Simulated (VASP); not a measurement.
BN: single point with PBE

Crystal: BN.

```xyz
4
Lattice="2.5360 -0.0127 0.0000 -1.2790 2.2026 0.0000 0.0000 0.0000 4.1990" Properties=species:S:1:pos:R:3 pbc="T T T"
B     1.2643    0.7257    0.0000
B    -0.0073    1.4642    2.0995
N     1.2643    0.7257    1.5746
N    -0.0073    1.4642    3.6741
```

```
Program             : VASP 6.6.1
Task                : single point
Functional          : PBE
Potentials or basis : VASP PAW PBE potentials, release 64 (B, N)
Cutoff              : 520 eV
k mesh              : 12 × 12 × 6
Occupations         : fermi-dirac, width 0.05 eV
Spin                : no spin polarisation
```

```
Pressure               : 8.3 GPa
Largest force          : 0.080 eV/Å
Band gap on the k mesh : 5.17 eV (least direct gap 8.32 eV)
```

Forces on the atoms (eV/Å):
```
B   -0.030 -0.002  0.059
B    0.030  0.002  0.059
N   -0.054 -0.002 -0.059
N    0.054  0.002 -0.059
```

Stress tensor (GPa, compression positive):
```
8.73 4.29 0.00
4.29 8.75 0.00
0.00 0.00 7.47
```

Levels at points of the mesh, in eV from the valence-band top:
```csv
k point,band 5,band 6,band 7,band 8,band 9,band 10,band 11,band 12
"(0.00, 0.00, 0.00)",-2.13,-0.28,-0.06,0.00,8.32,8.48,8.59,9.69
"(0.50, 0.00, 0.00)",-6.93,-5.15,-4.47,-2.25,6.58,7.96,10.59,11.45
"(0.00, 0.50, 0.00)",-6.98,-5.06,-4.47,-2.17,6.74,7.98,10.68,11.58
"(0.50, 0.50, 0.00)",-7.04,-4.96,-4.47,-2.09,6.90,8.00,10.77,11.72
"(0.00, 0.00, 0.50)",-1.24,-1.24,-1.18,-1.18,9.53,9.53,9.91,9.91
"(0.50, 0.00, 0.50)",-3.92,-3.92,-3.60,-3.60,6.54,6.54,10.04,10.04
"(0.00, 0.50, 0.50)",-3.84,-3.84,-3.62,-3.62,6.61,6.61,10.08,10.08
"(0.50, 0.50, 0.50)",-3.75,-3.75,-3.64,-3.64,6.67,6.67,10.13,10.13
```

It took 3.4 min on 1 thread of Intel Xeon 8259CL, with other jobs on the host, peak memory 0.2 GiB.

Caveat: the cell stands under pressure. Expect the measured gap to be larger: semilocal functionals such as PBE lack the derivative discontinuity.
